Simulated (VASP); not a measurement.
Here is a VASP 6.6.1 calculation.

File INCAR:

```
SYSTEM = Ta3H
PREC     = Accurate       ! precision mode
ENCUT    = 520            ! plane-wave cutoff, eV
EDIFF    = 1E-7           ! SCF threshold, eV
ISMEAR   = 0              ! smearing method
SIGMA    = 0.1            ! smearing width, eV
LREAL    = .False.        ! projectors in reciprocal space
LASPH    = .True.         ! aspherical terms in the spheres
NELM     = 150            ! most SCF steps
ALGO     = Normal         ! electronic algorithm
ISIF     = 2              ! what is computed and relaxed
LWAVE    = .False.        ! write WAVECAR
LCHARG   = .False.        ! write CHGCAR
ISPIN    = 2              ! spin polarisation
MAGMOM   = 0 0 0 1        ! initial moments
LORBIT   = 11             ! projections on sites
LMAXMIX  = 4              ! l up to which the mixer works
LDIPOL   = .True.       
IDIPOL   = 3            
DIPOL    = 0.5 0.5 0.361
GGA      = PE             ! functional
NBANDS   = 29             ! bands
```

KPOINTS

```
Automatic mesh
0
Gamma
  10 10 1
  0 0 0
```

POSCAR

```
Ta3H
1.0
    2.8743098520      0.0000000000      0.0000000000
   -0.9581032840      2.7099253168      0.0000000000
    0.0000000000      0.0000000000     21.5266897253
Ta H
3 1
Direct
    0.5000000000      0.5000000000      0.1858158431
    0.0000000000      0.0000000000      0.2909732295
    0.5000000000      0.5000000000      0.3960985100
    0.5000000000      0.5000000000      0.5712299421
```

Potentials or basis: VASP PAW PBE potentials, release 64 (Ta_pv, H).

Launch:

```sh
$ cat potpaw_PBE.64/Ta_pv/POTCAR potpaw_PBE.64/H/POTCAR > POTCAR
$ mpirun -np 1 vasp_std > vasp.out
```

Question: Predict the largest force.

Answer: 0.201 eV/Å.

Question: Predict the site moments.

Answer: Ta -0.00, +0.01; H +0.37 μB.

Question: What does it give for the net moment?

Answer: 0.96 μB per cell.

Forces in eV/Å, atoms in the order of the input:
```
Ta   0.000  0.000 -0.056
Ta   0.000  0.000 -0.021
Ta   0.000  0.000  0.201
H    0.000  0.000 -0.124
```
